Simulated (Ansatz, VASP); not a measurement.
**InSe2 in VASP and in Ansatz**

Contents of INCAR:

```
SYSTEM = InSe2
PREC = Accurate ; ENCUT = 520
EDIFF = 1E-7 ; ISMEAR = 0
SIGMA = 0.1 ; LREAL = .FALSE.
LASPH = .TRUE. ; NELM = 60
ALGO = Normal ; ISIF = 2
LWAVE = .FALSE. ; LCHARG = .TRUE.
GGA = PS ; LELF = .TRUE.
LVHAR = .TRUE. ; NBANDS = 34
```

File KPOINTS:

```
regular mesh
0
G
  2 2 1
  0 0 0
```

The input POSCAR:

```
InSe2
1.0
    3.8948930000      0.0000000000      0.0000000000
    0.0000000000      3.8948930000      0.0000000000
    0.0000000000      0.0000000000      9.6262310000
In Se
2 4
Direct
    0.0000000000      0.5000000000      0.7064680000
    0.5000000000      0.0000000000      0.2935320000
    0.0000000000      0.5000000000      0.3662120000
    0.5000000000      0.0000000000      0.6337880000
    0.0000000000      0.0000000000      0.0000000000
    0.5000000000      0.5000000000      0.0000000000
```

Input for Ansatz:

```yaml
crystal:
  lattice:
    - [3.894893, 0.0, 0.0]
    - [0.0, 3.894893, 0.0]
    - [0.0, 0.0, 9.626231]
  atoms:
    - { symbol: In, position: [0.0, 0.5, 0.706468] }
    - { symbol: In, position: [0.5, 0.0, 0.293532] }
    - { symbol: Se, position: [0.0, 0.5, 0.366212] }
    - { symbol: Se, position: [0.5, 0.0, 0.633788] }
    - { symbol: Se, position: [0.0, 0.0, 0.0] }
    - { symbol: Se, position: [0.5, 0.5, 0.0] }
basis:
  ecutwfc: 420
kpoints:
  mp_grid: { grid: [2, 2, 1] }
hamiltonian:
  xc: pbesol
scf:
  occupations: { method: gaussian, width: 0.1 }
output:
  forces: true
  stress: true
  eigenvalues: true
```

Alike in both runs: task single point; functional PBEsol; k mesh 2 × 2 × 1; occupations gaussian, width 0.1 eV; no spin polarisation.

|  | VASP | Ansatz |
| --- | --- | --- |
| version | VASP 6.6.1 | Ansatz 0.2.0 |
| potentials or method | VASP PAW PBE potentials, release 64 (In_d, Se), cutoff 520 eV | scalar-relativistic, plane waves, PAW |
| valence electrons in the cell | 50 | 90 |

|  | VASP | Ansatz | Ansatz less VASP |
| --- | --- | --- | --- |
| gap on the k mesh at the Fermi level (eV) | none | none | - |
| pressure (GPa) | -1.0 | -1.0 | -0.07 |
| traceless stress, the component that is largest in VASP (GPa) | -3.77 | -3.72 | +0.053 |
| rms of the force components (eV/Å) | 0.096 | 0.094 | -0.0020 |

VASP's potentials were made for PBE, not for PBEsol. Atom by atom the forces differ by 0.002 eV/Å (rms over components). A gap of «none» marks a metal or a gap that the smearing closes. VASP's potentials hold 50 valence electrons a cell and Ansatz's 90, so a difference there can come from the potentials and not from the codes.

The k mesh is coarse, so the values compare programs but aren't converged.
